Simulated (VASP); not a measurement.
Here is a VASP 6.6.1 calculation.

INCAR

```
  ALGO = Normal
  EDIFF = 1E-6
  EDIFFG = -0.02
  ENCUT = 600
  GGA = PE
  IBRION = 2
  ISIF = 3
  ISMEAR = -1
  ISPIN = 2
  LASPH = True
  LCHARG = False
  LMAXMIX = 4
  LORBIT = 11
  LREAL = False
  LWAVE = False
  MAGMOM = 1 0
  NELM = 150
  NSW = 80
  PREC = Accurate
  SIGMA = 0.05
```

The input KPOINTS:

```
k-points
0
Gamma
  9 9 9
```

File POSCAR:

```
AlNi
1.0
    2.8810000000      0.0000000000      0.0000000000
    0.0000000000      2.8810000000      0.0000000000
    0.0000000000      0.0000000000      2.8810000000
Ni Al
1 1
Direct
    0.5000000000      0.5000000000      0.5000000000
    0.0000000000      0.0000000000      0.0000000000
```

Potentials or basis: VASP PAW PBE potentials, release 64 (Ni, Al).

The run is started by

```sh
$ cat potpaw_PBE.64/Ni/POTCAR potpaw_PBE.64/Al/POTCAR > POTCAR
$ mpirun -np 1 vasp_std > vasp.out
```

(1) Estimate the relaxed volume.

(2) What does it give for the net moment?

(3) Estimate the relaxed cell.

Answers

(1) 12.10 Å³/atom.

(2) 0.00 μB per cell.

(3) a = 2.892 Å, b = 2.892 Å, c = 2.892 Å, α = 90.00°, β = 90.00°, γ = 90.00°.
